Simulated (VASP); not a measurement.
# Ti (Im-3m) in VASP: notebook

Runs on Ti. Level: PBE. Tasks: single point.

Program: VASP 6.6.1. These are calculated values, not measurements. Logs are shortened: lines on timing, memory, paths and dates and some standing lists are left out, and cuts for length are marked.

## (1) The cell of the first run

It takes space group Im-3m (No. 229, cubic). Conventional cell: a = 3.256 Å, b = 3.256 Å, c = 3.256 Å, α = 90.00°, β = 90.00°, γ = 90.00°. Within 3.7 Å of Ti (site symmetry m-3m) lie 14 Ti at 2.82 to 3.26 Å.

## (2) Single point, PBE

INCAR

```
SYSTEM = Ti
PREC = Accurate ; ENCUT = 520
EDIFF = 1E-6 ; ISMEAR = 0
SIGMA = 0.1 ; LREAL = .False.
LASPH = .True. ; NELM = 60
ALGO = Normal ; ISIF = 2
LWAVE = .False. ; LCHARG = .True.
GGA = PE ; LELF = .True.
LVHAR = .True. ; NBANDS = 12
```

KPOINTS

```
Automatic mesh
0
Gamma
  18 18 18
  0 0 0
```

POSCAR

```
Ti
1.0
   -1.6277538811      1.6277538811      1.6277538811
    1.6277538811     -1.6277538811      1.6277538811
    1.6277538811      1.6277538811     -1.6277538811
Ti
1
Direct
    0.0000000000      0.0000000000      0.0000000000
```

Potentials or basis: VASP PAW PBE potentials, release 64 (Ti_sv).

Started as:

```console
cat potpaw_PBE.64/Ti_sv/POTCAR > POTCAR
mpirun -np 1 vasp_std > vasp.out
```

OUTCAR:

```text
SYSTEM = Ti
   PREC = Accurate
   ENCUT = 520
   EDIFF = 1E-6
   ISMEAR = 0
   LREAL = .False.
   LASPH = .True.
   NELM = 60
   ISIF = 2
   GGA = PE

 ion  position               nearest neighbor table
   1  0.000  0.000  0.000-

  LATTYP: Found a body centered cubic cell.
 ALAT       =     3.2555077622

  Lattice vectors:

 A1 = (  -1.6277538811,   1.6277538811,   1.6277538811)
 A2 = (   1.6277538811,  -1.6277538811,   1.6277538811)
 A3 = (   1.6277538811,   1.6277538811,  -1.6277538811)

Analysis of symmetry for initial positions (statically):
=====================================================================
 Subroutine PRICEL returns:
 Original cell was already a primitive cell.

 Routine SETGRP: Setting up the symmetry group for a
 body centered cubic supercell.

 Subroutine GETGRP returns: Found 48 space group operations
 (whereof 48 operations were pure point group operations)
 out of a pool of 48 trial point group operations.

The static configuration has the point symmetry O_h .

Analysis of symmetry for dynamics (positions and initial velocities):
=====================================================================
 Subroutine PRICEL returns:
 Original cell was already a primitive cell.

 Routine SETGRP: Setting up the symmetry group for a
 body centered cubic supercell.

 Subroutine GETGRP returns: Found 48 space group operations
 (whereof 48 operations were pure point group operations)
 out of a pool of 48 trial point group operations.

The dynamic configuration has the point symmetry O_h .

 Subroutine INISYM returns: Found 48 space group operations
 (whereof 48 operations are pure point group operations),
 and found     1 'primitive' translations

----------------------------------------------------------------------------------------

                                     Primitive cell

  volume of cell :      17.2515

  direct lattice vectors                    reciprocal lattice vectors
    -1.627753881  1.627753881  1.627753881     0.000000000  0.307171745  0.307171745
     1.627753881 -1.627753881  1.627753881     0.307171745  0.000000000  0.307171745
     1.627753881  1.627753881 -1.627753881     0.307171745  0.307171745  0.000000000

  length of vectors
     2.819352424  2.819352424  2.819352424     0.434406448  0.434406448  0.434406448

  position of ions in fractional coordinates (direct lattice)
     0.000000000  0.000000000  0.000000000

  ion indices of the primitive-cell ions
   primitive index   ion index
                 1           1

----------------------------------------------------------------------------------------

 KPOINTS: Automatic mesh

Automatic generation of k-mesh.
 Grid dimensions read from file:
 generate k-points for:   18   18   18

 Generating k-lattice:

  Cartesian coordinates                     Fractional coordinates (reciprocal lattice)
     0.000000000  0.017065097  0.017065097     0.055555556  0.000000000  0.000000000
     0.017065097  0.000000000  0.017065097     0.000000000  0.055555556  0.000000000
     0.017065097  0.017065097  0.000000000     0.000000000  0.000000000  0.055555556

  Length of vectors
     0.024133692  0.024133692  0.024133692

  Shift w.r.t. Gamma in fractional coordinates (k-lattice)
     0.000000000  0.000000000  0.000000000

 Subroutine IBZKPT returns following result:
 ===========================================

 Found    195 irreducible k-points:

 Following reciprocal coordinates:
            Coordinates               Weight
  0.000000  0.000000  0.000000      1.000000
  0.055556  0.000000  0.000000     12.000000
  0.111111  0.000000  0.000000     12.000000
  0.166667  0.000000  0.000000     12.000000
  0.222222  0.000000  0.000000     12.000000
  0.277778  0.000000  0.000000     12.000000
[... 16 lines left out ...]
  0.333333  0.111111 -0.000000     48.000000
  0.388889  0.111111 -0.000000     48.000000
 [... further k-points ...]
   k-points           NKPTS =    195   k-points in BZ     NKDIM =    195   number of bands    NBANDS=     12
   number of dos      NEDOS =    301   number of ions     NIONS =      1
   total plane-waves  NPLWV =  13824
   dimension x,y,z NGX =    24 NGY =   24 NGZ =   24
   dimension x,y,z NGXF=    48 NGYF=   48 NGZF=   48
   ions per type =               1
   NGX,Y,Z   is equivalent  to a cutoff of  14.15, 14.15, 14.15 a.u.
   NGXF,Y,Z  is equivalent  to a cutoff of  28.30, 28.30, 28.30 a.u.
 SYSTEM =  Ti
   PREC   = accura    normal or accurate (medium, high low for compatibility)
   ISTART =      0    job   : 0-new  1-cont  2-samecut
   ICHARG =      2    charge: 1-file 2-atom 10-const
   ISPIN  =      1    spin polarized calculation?
   LNONCOLLINEAR =      F non collinear calculations
   LSORBIT =      F    spin-orbit coupling
   LASPH  =      T    aspherical Exc in radial PAW
   ENCUT  =  520.0 eV  38.22 Ry    6.18 a.u.   5.24  5.24  5.24*2*pi/ulx,y,z
   NELM   =     60;   NELMIN=  2; NELMDL= -5     # of ELM steps
   EDIFF  = 0.1E-05   stopping-criterion for ELM
   LREAL  =      F    real-space projection
   EDIFFG = 0.1E-04   stopping-criterion for IOM
   NSW    =      0    number of steps for IOM
   IBRION =     -1    ionic relax: 0-MD 1-quasi-New 2-CG
   NFREE  =      0    steps in history (QN), initial steepest desc. (CG)
   ISIF   =      2    stress and relaxation
   ISYM   =      2    0-nonsym 1-usesym 2-fastsym
   POTIM  = 0.5000    time-step for ionic-motion
   TEBEG  =    0.0;   TEEND  =   0.0 temperature during run
   PSTRESS=    0.0 pullay stress
   NELECT =      12.0000    total number of electrons
   NUPDOWN=      -1.0000    fix difference up-down
   EMIN   =  10.00;   EMAX   =-10.00  energy-range for DOS
   EFERMI =   0.00;   METHOD = LEGACY
   ISMEAR =     0;   SIGMA  =   0.10  broadening in eV -4-tet -1-fermi 0-gaus
   EFERMI_NEDOS =   21; number of points for ismear=-14 and -15
   IALGO  =     38    algorithm
   IMIX   =      4    mixing-type and parameters
     AMIX     =   0.40;   BMIX     =  1.00
     AMIX_MAG =   1.60;   BMIX_MAG =  1.00
  volume/ion in A,a.u.               =      17.25       116.42
  Fermi-wavevector in a.u.,A,eV,Ry     =   1.450529  2.741103 28.627138  2.104035
  Thomas-Fermi vector in A             =   2.568131
   LORBIT       =      0    0 simple, 1 ext, 2 COOP (PROOUT), +10 PAW based schemes
   GGA     = PE    functional components
   LHFCALC =     F    Hartree Fock is set to
   AEXX    =    0.0000 exact exchange contribution
   IVDW    =     0    specifies the selected vdW correction
   LEPSILON=     F    determine dielectric tensor
   LRPA    =     F    only Hartree local field effects (RPA)
 non-spin polarized calculation
 Gauss-broadening in eV      SIGMA  =   0.10
  energy-cutoff  :      520.00
  volume of cell :       17.25
 maximum number of plane-waves:       478
 NGX is ok and might be reduce to    24
   NGX = 11   NGY = 11   NGZ = 11

 number of electron      11.9999997 magnetization

 Free energy of the ion-electron system (eV)
  ---------------------------------------------------
  ext. energy  EPLUGINS =         0.00000000
  ---------------------------------------------------
  free energy    TOTEN  =        -7.73058467 eV

  energy without entropy =       -7.71941845  energy(sigma->0) =       -7.72500156

 E-fermi :   8.1571     XC(G=0): -11.5257

 val. band max:        8.1516286625   @ k =  -0.3889  -0.4444   0.1111
 cond. band min:       8.1656921120   @ k =   0.2778   0.0556   0.0000
 fundamental gap:      0.0140634495
 Fermi energy:         8.1570676896

 k-point     1 :       0.0000    0.0000    0.0000
  band No.  band energies     occupation
      1     -48.3640      2.00000
      2     -24.2125      2.00000
      3     -24.2125      2.00000
      4     -24.2125      2.00000
      5       2.1879      2.00000
      6       9.1496      0.00000
      7       9.1496      0.00000
      8       9.1496      0.00000
      9      10.9208      0.00000
     10      10.9208      0.00000
     11      25.6162      0.00000
     12      25.6162      0.00000

 k-point     2 :       0.0556    0.0000    0.0000
  band No.  band energies     occupation
      1     -48.3600      2.00000
      2     -24.2341      2.00000
      3     -24.2191      2.00000
      4     -24.2126      2.00000
      5       2.2945      2.00000
      6       9.1006      0.00000
      7       9.1366      0.00000
      8       9.2271      0.00000
      9      10.8626      0.00000
     10      10.9236      0.00000
     11      25.4548      0.00000
     12      25.6082      0.00000

 k-point     3 :       0.1111    0.0000    0.0000
  band No.  band energies     occupation
      1     -48.3484      2.00000
      2     -24.2960      2.00000
      3     -24.2382      2.00000
      4     -24.2130      2.00000
      5       2.6070      2.00000
      6       8.9624      0.00000
      7       9.0794      0.00000
      8       9.4551      0.00000
      9      10.7293      0.00000
     10      10.9341      0.00000
     11      24.9393      0.00000
     12      25.4965      0.00000

 k-point     4 :       0.1667    0.0000    0.0000
  band No.  band energies     occupation
      1     -48.3306      2.00000
      2     -24.3898      2.00000
      3     -24.2673      2.00000
      4     -24.2136      2.00000
      5       3.1017      2.00000
      6       8.7589      0.00000
      7       8.9402      0.00000
      8       9.8202      0.00000
      9      10.6187      0.00000
     10      10.9570      0.00000
     11      24.0212      0.00000
     12      25.0966      0.00000

 k-point     5 :       0.2222    0.0000    0.0000
  band No.  band energies     occupation
      1     -48.3087      2.00000
      2     -24.5033      2.00000
      3     -24.3027      2.00000
      4     -24.2144      2.00000
      5       3.7339      2.00000
      6       8.5212      0.00000
      7       8.7239      0.00000
      8      10.2983      0.00000
      9      10.6030      0.00000
     10      10.9968      0.00000
     11      22.7406      0.00000
     12      24.3878      0.00000
[... 228 lines left out ...]
      1     -48.2781      2.00000
      2     -24.6382      2.00000
      3     -24.3466      2.00000
      4     -24.2418      2.00000
      5       4.6868      2.00000
      6       8.2287      0.31109
      7       8.3609      0.00395
      8      10.5214      0.00000
      9      11.1239      0.00000
     10      11.2159      0.00000
     11      21.3373      0.00000
     12      22.8755      0.00000

 k-point    22 :       0.2778    0.1111   -0.0000
  band No.  band energies     occupation
      1     -48.2573      2.00000
      2     -24.7316      2.00000
      3     -24.3888      2.00000
      4     -24.2438      2.00000
      5       5.3127      2.00000
      6       8.0275      1.93304
      7       8.2795      0.08336
      8      10.6444      0.00000
      9      11.2396      0.00000
     10      11.7695      0.00000
     11      19.8083      0.00000
     12      22.2033      0.00000

 k-point    23 :       0.3333    0.1111   -0.0000
  band No.  band energies     occupation
      1     -48.2403      2.00000
      2     -24.8065      2.00000
      3     -24.4236      2.00000
      4     -24.2452      2.00000
      5       5.7319      2.00000
      6       7.8889      1.99985
      7       8.4116      0.00032
      8      10.7718      0.00000
      9      11.3062      0.00000
     10      12.3406      0.00000
     11      18.4054      0.00000
     12      21.6616      0.00000

 k-point    24 :       0.3889    0.1111   -0.0000
  band No.  band energies     occupation
      1     -48.2291      2.00000
      2     -24.8548      2.00000
      3     -24.4465      2.00000
      4     -24.2460      2.00000
      5       5.9101      2.00000
      6       7.8020      2.00000
      7       8.6894      0.00000
      8      10.8412      0.00000
      9      11.3895      0.00000
     10      12.7849      0.00000
     11      17.3509      0.00000
     12      21.3053      0.00000

 [... further k-points ...]
[... 5 lines left out ...]
  --------------------------------------------------------------------------------------
  -------------------------------------------------------------------------------------
  Total       -0.0262242     -0.0262242     -0.0262242      0.0000000     -0.0000000      0.0000000
  in kB       -2.4354940     -2.4354940     -2.4354940      0.0000000     -0.0000000      0.0000000
  external PRESSURE =      -2.4354940 kB  Pullay stress =       0.0000000 kB

 VOLUME and BASIS-vectors are now :
 -----------------------------------------------------------------------------
  energy-cutoff  :      520.00
  volume of cell :       17.25
      direct lattice vectors                 reciprocal lattice vectors
    -1.627753881  1.627753881  1.627753881     0.000000000  0.307171745  0.307171745
     1.627753881 -1.627753881  1.627753881     0.307171745  0.000000000  0.307171745
     1.627753881  1.627753881 -1.627753881     0.307171745  0.307171745  0.000000000

 POSITION                                       TOTAL-FORCE (eV/Angst)
 -----------------------------------------------------------------------------------
      0.00000      0.00000      0.00000        -0.000000      0.000000      0.000000
 -----------------------------------------------------------------------------------
    total drift:                                0.000000      0.000000      0.000000

  FREE ENERGIE OF THE ION-ELECTRON SYSTEM (eV)
  ---------------------------------------------------
  free  energy   TOTEN  =        -7.7305846734 eV

  energy  without entropy=       -7.7194184462  energy(sigma->0) =       -7.72500156
```

Run time: 48 s. Hardware: 1 thread of Intel Xeon 8259CL, shared host; peak memory 0.17 GiB.

What came out:

```
Free energy            : -7.7306 eV
Pressure               : -0.2 GPa
Band gap on the k mesh : zero (band 6 reaches 9.15 eV, above the bottom of band 7 at 7.56 eV)
```

Levels at points of the mesh, in eV from the Fermi level:
| k point | band 2 | band 3 | band 4 | band 5 | band 6 | band 7 | band 8 | band 9 | band 10 | band 11 |
| --- | --- | --- | --- | --- | --- | --- | --- | --- | --- | --- |
| (0.00, 0.00, 0.00) | -32.37 | -32.37 | -32.37 | -5.97 | 0.99 | 0.99 | 0.99 | 2.76 | 2.76 | 17.46 |
| (0.50, 0.00, 0.00) | -33.06 | -32.59 | -32.37 | -2.47 | -0.40 | 1.16 | 2.75 | 3.11 | 4.30 | 8.84 |
| (0.50, 0.50, 0.50) | -32.84 | -32.84 | -32.84 | -2.13 | -2.13 | 3.95 | 3.95 | 3.95 | 8.43 | 8.43 |

## (3) Single point, PBE

INCAR

```
ALGO     = Fast           # electronic algorithm
EDIFF    = 1E-6           # SCF threshold, eV
ENCUT    = 520            # plane-wave cutoff, eV
GGA      = PE             # functional
ISIF     = 2              # what is computed and relaxed
ISMEAR   = 0              # smearing method
LASPH    = True           # aspherical terms in the spheres
LCHARG   = False          # write CHGCAR
LREAL    = False          # projectors in reciprocal space
LWAVE    = False          # write WAVECAR
NBANDS   = 12             # bands
NELM     = 80             # most SCF steps
PREC     = Accurate       # precision mode
SIGMA    = 0.15           # smearing width, eV
```

KPOINTS

```
k-points
0
Gamma
  22 22 22
```

POSCAR is that of step 2.

Potentials or basis: VASP PAW PBE potentials, release 64 (Ti_sv).

Started as:

```console
cat potpaw_PBE.64/Ti_sv/POTCAR > POTCAR
mpirun -np 1 vasp_std > vasp.out
```

OUTCAR:

```text
EDIFF = 1E-6
   ENCUT = 520
   GGA = PE
   ISIF = 2
   ISMEAR = 0
   LASPH = True
   LREAL = False
   NELM = 80
   PREC = Accurate

 ion  position               nearest neighbor table
   1  0.000  0.000  0.000-

  LATTYP: Found a body centered cubic cell.
 ALAT       =     3.2555077622

  Lattice vectors:

 A1 = (  -1.6277538811,   1.6277538811,   1.6277538811)
 A2 = (   1.6277538811,  -1.6277538811,   1.6277538811)
[... 540 lines left out ...]
     11      23.6533      0.00000
     12      24.4826      0.00000

 [... further k-points ...]

------------------------ aborting loop because EDIFF is reached ----------------------------------------

  FORCE on cell =-STRESS in cart. coord.  units (eV):
  Direction    XX          YY          ZZ          XY          YZ          ZX
  --------------------------------------------------------------------------------------
  -------------------------------------------------------------------------------------
  Total       -0.0252831     -0.0252831     -0.0252831     -0.0000000      0.0000000      0.0000000
  in kB       -2.3480859     -2.3480859     -2.3480859     -0.0000000      0.0000000      0.0000000
  external PRESSURE =      -2.3480859 kB  Pullay stress =       0.0000000 kB

 VOLUME and BASIS-vectors are now :
 -----------------------------------------------------------------------------
  energy-cutoff  :      520.00
  volume of cell :       17.25
      direct lattice vectors                 reciprocal lattice vectors
    -1.627753881  1.627753881  1.627753881     0.000000000  0.307171745  0.307171745
     1.627753881 -1.627753881  1.627753881     0.307171745  0.000000000  0.307171745
     1.627753881  1.627753881 -1.627753881     0.307171745  0.307171745  0.000000000

 POSITION                                       TOTAL-FORCE (eV/Angst)
 -----------------------------------------------------------------------------------
      0.00000      0.00000      0.00000         0.000000     -0.000000      0.000000
 -----------------------------------------------------------------------------------
    total drift:                                0.000000      0.000000      0.000000

  FREE ENERGIE OF THE ION-ELECTRON SYSTEM (eV)
  ---------------------------------------------------
  free  energy   TOTEN  =        -7.7375722035 eV

  energy  without entropy=       -7.7117399327  energy(sigma->0) =       -7.72465607
```

stdout:

```text
POSCAR found type information on POSCAR Ti
 POSCAR found :  1 types and       1 ions
 scaLAPACK will be used
 LDA part: xc-table for (Slater+PW92), standard interpolation
 POSCAR, INCAR and KPOINTS ok, starting setup
 FFT: planning ... GRIDC
 FFT: planning ... GRID_SOFT
 FFT: planning ... GRID
 WAVECAR not read
 entering main loop
WARNING in EDDRMM: call to ZHEGV failed, returncode =   6  3      7
WARNING in EDDRMM: call to ZHEGV failed, returncode =   8  4     12
WARNING in EDDRMM: call to ZHEGV failed, returncode =   6  3      8
WARNING in EDDRMM: call to ZHEGV failed, returncode =   6  3      7
WARNING in EDDRMM: call to ZHEGV failed, returncode =   6  3      9
WARNING in EDDRMM: call to ZHEGV failed, returncode =   8  4     10
WARNING in EDDRMM: call to ZHEGV failed, returncode =   6  3      5
WARNING in EDDRMM: call to ZHEGV failed, returncode =   6  3      7
```

Run time: 2.4 min. Hardware: 1 thread of Intel Xeon 8259CL, shared host; peak memory 0.19 GiB.

Results:

```
Free energy            : -7.7376 eV
Pressure               : -0.2 GPa
Band gap on the k mesh : zero (band 6 reaches 9.16 eV, above the bottom of band 7 at 7.55 eV)
```

Levels at points of the mesh, in eV from the Fermi level:
```
           k point  band 3  band 4  band 5  band 6  band 7  band 8  band 9  band 10
(0.00, 0.00, 0.00)  -32.37  -32.37   -5.97    0.99    0.99    0.99    2.77     2.77
(0.50, 0.00, 0.00)  -32.58  -32.37   -2.47   -0.40    1.16    2.76    3.11     4.30
(0.50, 0.50, 0.50)  -32.84  -32.84   -2.13   -2.13    3.95    3.95    3.95     8.43
```
